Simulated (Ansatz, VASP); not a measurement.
Two plane-wave programs on BaTiO3

```
Ba Ti O
1.0
     4.01925    0.00000    0.00000
     0.00000    4.01925    0.00000
     0.00000    0.00000    4.01925
Ba Ti O
1 1 3
Direct
  0.50000 0.49120 0.49120
  0.00000 0.00000 0.00000
  0.50000 0.00000 0.00000
  0.00000 0.50000 0.00000
  0.00000 0.00000 0.50000
```

Alike in both runs: task single point; functional PBE; k mesh 8 × 8 × 8; occupations gaussian, width 0.05 eV; no spin polarisation.

|  | VASP | Ansatz |
| --- | --- | --- |
| version | VASP 6.6.1 | Ansatz 0.2.0 |
| potentials or method | VASP PAW PBE potentials, release 64 (Ba_sv, Ti_sv, O), cutoff 520 eV | scalar-relativistic, plane waves, PAW |
| valence electrons in the cell | 40 | 40 |

```tsv
	VASP	Ansatz	Ansatz less VASP
gap on the k mesh at the Fermi level (eV)	1.72	1.78	+0.064
least direct gap on the mesh (eV)	1.88	1.90	+0.026
pressure (GPa)	1.8	0.1	-1.72
traceless stress, the component that is largest in VASP (GPa)	0.07	0.07	-0.006
rms of the force components (eV/Å)	0.095	0.086	-0.0082
```

Atom by atom the forces differ by 0.010 eV/Å (rms over components).

Spin-orbit coupling is off throughout.
